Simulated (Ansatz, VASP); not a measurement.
## BaMg6Ti: VASP beside Ansatz

The input INCAR:

```
SYSTEM = BaMg6Ti
  ALGO = Normal
  EDIFF = 1E-7
  ENCUT = 520
  GGA = PE
  ISIF = 2
  ISMEAR = -1
  LASPH = .True.
  LCHARG = .True.
  LELF = .True.
  LREAL = .False.
  LVHAR = .True.
  LWAVE = .False.
  NBANDS = 27
  NELM = 60
  PREC = Accurate
  SIGMA = 0.05
```

KPOINTS

```
k-points
0
Gamma
  5 5 5
  0 0 0
```

POSCAR

```
BaMg6Ti
1.0
    6.5467304120      0.0000000000      0.0000000000
   -3.2733652059      5.6696348485      0.0000000000
    0.0000000000      0.0000000000      5.1798534665
Ba Ti Mg
1 1 6
Direct
    0.0000000000      0.0000000000      0.0000000000
    0.6666666667      0.3333333333      0.5000000000
    0.5140310000      0.4859690000      0.0000000000
    0.9719380000      0.4859690000      0.0000000000
    0.5140310000      0.0280620000      0.0000000000
    0.1770245000      0.8229755000      0.5000000000
    0.6459510000      0.8229755000      0.5000000000
    0.1770245000      0.3540490000      0.5000000000
```

input.yaml

```yaml
crystal:
  lattice:
    - [6.546730412, 0.0, 0.0]
    - [-3.2733652059, 5.6696348485, 0.0]
    - [0.0, 0.0, 5.1798534665]
  atoms:
    - { symbol: Ba, position: [0.0, 0.0, 0.0] }
    - { symbol: Ti, position: [0.6666666667, 0.3333333333, 0.5] }
    - { symbol: Mg, position: [0.514031, 0.485969, 0.0] }
    - { symbol: Mg, position: [0.971938, 0.485969, 0.0] }
    - { symbol: Mg, position: [0.514031, 0.028062, 0.0] }
    - { symbol: Mg, position: [0.1770245, 0.8229755, 0.5] }
    - { symbol: Mg, position: [0.645951, 0.8229755, 0.5] }
    - { symbol: Mg, position: [0.1770245, 0.354049, 0.5] }
hamiltonian:
  xc: pbe
  pseudopotentials: { kind: paw }
kpoints:
  mp_grid: { grid: [5, 5, 5] }
scf:
  occupations: { method: fermi_dirac, width: 0.05 }
output:
  forces: true
  stress: true
  eigenvalues: true
```

Alike in both runs: task single point; functional PBE; k mesh 5 × 5 × 5; occupations fermi-dirac, width 0.05 eV; no spin polarisation.

|  | VASP | Ansatz |
| --- | --- | --- |
| version | VASP 6.6.1 | Ansatz 0.2.0 |
| potentials or method | VASP PAW PBE potentials, release 64 (Ba_sv, Ti_sv, Mg) | Ansatz PAW |
| plane-wave cutoff (eV) | 520 | 420 |
| valence electrons in the cell | 34 | 82 |

```tsv
	VASP	Ansatz	Ansatz less VASP
gap on the k mesh at the Fermi level (eV)	none	none	-
pressure (GPa)	2.1	2.0	-0.03
traceless stress, the component that is largest in VASP (GPa)	-0.63	-0.58	+0.046
rms of the force components (eV/Å)	0.086	0.086	+0.0001
```

Atom by atom the forces differ by 0.004 eV/Å (rms over components). A gap of «none» marks a metal or a gap that the smearing closes. The functional is the same, so the differences come from potentials, cutoffs and numerics. VASP's potentials hold 34 valence electrons a cell and Ansatz's 82, so a difference there can come from the potentials and not from the codes.

Spin-orbit coupling is off throughout.
